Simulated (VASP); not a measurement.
A run of VASP 6.6.1:

The input INCAR:

```
PREC     = Accurate       # precision mode
ENCUT    = 520            # plane-wave cutoff, eV
EDIFF    = 1E-6           # SCF threshold, eV
ISMEAR   = -1             # smearing method
SIGMA    = 0.1            # smearing width, eV
LREAL    = F              # projectors in reciprocal space
LASPH    = T              # aspherical terms in the spheres
NELM     = 80             # most SCF steps
ALGO     = Normal         # electronic algorithm
ISIF     = 2              # what is computed and relaxed
LWAVE    = F              # write WAVECAR
LCHARG   = F              # write CHGCAR
LDIPOL   = T            
IDIPOL   = 3            
DIPOL    = 0.5 0.5 0.500
GGA      = PE             # functional
NBANDS   = 42             # bands
```

The input KPOINTS:

```
Automatic mesh
0
Gamma
  14 14 1
```

File POSCAR:

```
Cu
1.0
    2.5665139635      0.0000000000      0.0000000000
    0.0000000000      2.5665139635      0.0000000000
    0.0000000000      0.0000000000     25.0740000000
Cu
6
Direct
    0.2500000000      0.2500000000      0.3212146121
    0.7500000000      0.7500000000      0.3912517684
    0.2500000000      0.2500000000      0.4638103355
    0.7500000000      0.7500000000      0.5361897229
    0.2500000000      0.2500000000      0.6087482445
    0.7500000000      0.7500000000      0.6787853166
```

Potentials or basis: VASP PAW PBE potentials, release 64 (Cu).

Command:

```console
$ cat potpaw_PBE.64/Cu/POTCAR > POTCAR
$ mpirun -np 1 vasp_std > vasp.out
```

Hardware: 1 thread of Intel Xeon 6975P-C (shared host).

Question: How long does it take, and how much memory?

Answer: It took 6 min on 1 thread of Intel Xeon 6975P-C, with other jobs on the host, peak memory 0.37 GiB. Counts: scf iterations 24, k points 36.
